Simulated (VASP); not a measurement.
HfPdSe4:

```
Hf Pd Se
1.0
     3.56865    0.00000    0.00000
    -1.78432    3.09054    0.00000
     0.00000    0.00000   13.49860
Hf Pd Se
1 1 4
Direct
  0.00000 0.00000 0.00000
  0.00000 0.00000 0.50000
  0.66667 0.33333 0.87191
  0.66667 0.33333 0.37710
  0.33333 0.66667 0.62290
  0.33333 0.66667 0.12809
```

The cell was generated, and may not be a known phase.

```yaml
Program: VASP 6.6.1
Task: relaxation of cell and atoms
Functional: PBE
Potentials_or_basis: VASP PAW PBE potentials, release 64 (Hf_pv, Pd, Se)
Cutoff: 600 eV
k_mesh: 6 × 6 × 2
Occupations: gaussian, width 0.1 eV
Spin: no spin polarisation
```

At the start: pressure -2.5 GPa; volume 24.81 Å³/atom.

Q: How do energy, volume and symmetry change on relaxing?

A: Over 32 steps the energy falls by 139.9 meV/atom and the volume is 26.73 Å³/atom (+7.7 %); space group P-3m1 (No. 164, to 0.1 Å) before and after.

The path:
| step | energy change (eV) | largest force (eV/Å) | pressure (GPa) | volume (Å³) |
| --- | --- | --- | --- | --- |
| 1 | 0.0000 | 1.6537 | -2.53 | 148.88 |
| 2 | -0.4171 | 0.8140 | 4.78 | 140.40 |
| 3 | -0.4172 | 0.8459 | 4.96 | 140.23 |
| 4 | -0.7204 | 0.6154 | 2.61 | 144.88 |
| 5 | -0.7920 | 0.4569 | 0.72 | 148.86 |
| 6 | -0.7928 | 0.4699 | 0.86 | 148.54 |
| 7 | -0.8131 | 0.2555 | -0.28 | 150.15 |
| 8 | -0.8138 | 0.2856 | -0.53 | 150.53 |
| 9 | -0.8214 | 0.1585 | 0.00 | 149.74 |
| 10 | -0.8220 | 0.1129 | 0.20 | 149.47 |
| 11 | -0.8235 | 0.0909 | 0.10 | 149.89 |
| 12 | -0.8252 | 0.1441 | -0.20 | 151.18 |
| 13 | -0.8261 | 0.1161 | -0.04 | 151.22 |
| 14 | -0.8265 | 0.0905 | 0.11 | 151.25 |
| 15 | -0.8273 | 0.0771 | 0.10 | 151.45 |
| 16 | -0.8291 | 0.0365 | 0.04 | 152.07 |
| 17 | -0.8305 | 0.0752 | -0.06 | 153.29 |
| 18 | -0.8313 | 0.0740 | 0.00 | 153.49 |
| 19 | -0.8329 | 0.0716 | 0.18 | 154.08 |
| 20 | -0.8329 | 0.1136 | 0.54 | 155.23 |
| 21 | -0.8335 | 0.0944 | 0.37 | 154.69 |
| 22 | -0.8343 | 0.0776 | 0.26 | 155.16 |
| 23 | -0.8355 | 0.1135 | -0.04 | 156.60 |
| 24 | -0.8355 | 0.1197 | -0.08 | 156.84 |
| 25 | -0.8362 | 0.1018 | -0.06 | 157.11 |
| 26 | -0.8377 | 0.0472 | 0.02 | 157.90 |
| 27 | -0.8382 | 0.0653 | 0.18 | 159.49 |
| 28 | -0.8384 | 0.0541 | 0.12 | 158.93 |
| 29 | -0.8389 | 0.0565 | -0.02 | 159.73 |
| 30 | -0.8390 | 0.0584 | -0.15 | 160.40 |
| 31 | -0.8390 | 0.0577 | -0.11 | 160.19 |
| 32 | -0.8393 | 0.0264 | 0.03 | 160.38 |

Final structure:
```xyz
6
Lattice="3.7625 0.0000 0.0000 -1.8812 3.2584 0.0000 0.0000 0.0000 13.0820" Properties=species:S:1:pos:R:3 pbc="T T T"
Hf    3.7625    0.0000    0.0000
Pd    3.7625    0.0000    6.5410
Se    1.8812    1.0861   11.5066
Se    1.8812    1.0861    5.2516
Se    0.0000    2.1723    7.8304
Se    0.0000    2.1723    1.5754
```

Caveat: this functional lacks dispersion, which binds layers or chains, so the pressure and a relaxed spacing across them are unreliable.
